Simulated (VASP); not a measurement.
InSb, 2 atoms in the cell. The structure is tetragonal, space group I-4m2 (No. 119). Conventional cell: a = 4.581 Å, b = 4.581 Å, c = 6.413 Å, α = 90.00°, β = 90.00°, γ = 90.00°. In (site symmetry -4m2) has 4 Sb at 2.80 Å within 3.7 Å. Sb (site symmetry -4m2) has 4 In at 2.80 Å within 3.7 Å.  This cell differs from its parent crystal: strain -0.0100 x Voigt [0, 0, 1, 0, 0, 0].

* Program: VASP 6.6.1
* Task: single point
* Functional: PBEsol
* Potentials or basis: VASP PAW PBE potentials, release 64 (In_d, Sb)
* Cutoff: 520 eV
* k mesh: 12 × 12 × 12
* Occupations: gaussian, width 0.15 eV
* Spin: no spin polarisation
* Dipole correction: no
* Further INCAR settings: ALGO = Normal; EDIFF = 1e-06; NBANDS = 16

Potentials or basis: VASP PAW PBE potentials, release 64 (In_d, Sb).

The run is started by

```sh
$ cat potpaw_PBE.64/In_d/POTCAR potpaw_PBE.64/Sb/POTCAR > POTCAR
$ mpirun -np 1 vasp_std > vasp.out
```

Hardware: 1 thread of Intel(R) Xeon(R) 6975P-C (Granite Rapids), with other jobs on the host.

Problem. How long does it take, and how much memory?

Solution. It took 98 s on 1 thread of Intel(R) Xeon(R) 6975P-C (Granite Rapids), with other jobs on the host, peak memory 0.33 GiB. Counts: scf iterations 12, k points 163.
